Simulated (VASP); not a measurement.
Crystal: AlNi.

```
Ni Al
1.0
     2.28524   -1.38532    0.00000
     2.28524    1.38532    0.00000
    -1.34735    0.00000    3.85479
Ni Al
1 1
Direct
  0.50000 0.50000 0.50000
  0.00000 0.00000 0.00000
```

Base run:

- Program: VASP 6.6.1
- Functional: PBE
- Potentials or basis: VASP PAW PBE potentials, release 64 (Ni, Al)
- Cutoff: 520 eV
- k mesh: 11 × 11 × 7
- Occupations: fermi-dirac, width 0.05 eV
- Spin: collinear spin, ferromagnetic start
- Starting moments: [1.0, 0.0] μB

Its results: pressure 5.4 GPa; net moment 0.00 μB per cell.

Problem. The run is repeated on the same cell with these changes: functional from PBE to PBEsol. What comes out?

Solution. Pressure 0.3 GPa; net moment 0.00 μB per cell.

PBEsol binds more tightly than PBE, so the same cell stands under less pressure.

Caveats: the cell stands under pressure (at least some runs); the PAW data sets were made with another functional, which shifts forces and pressure a little (at least some runs).
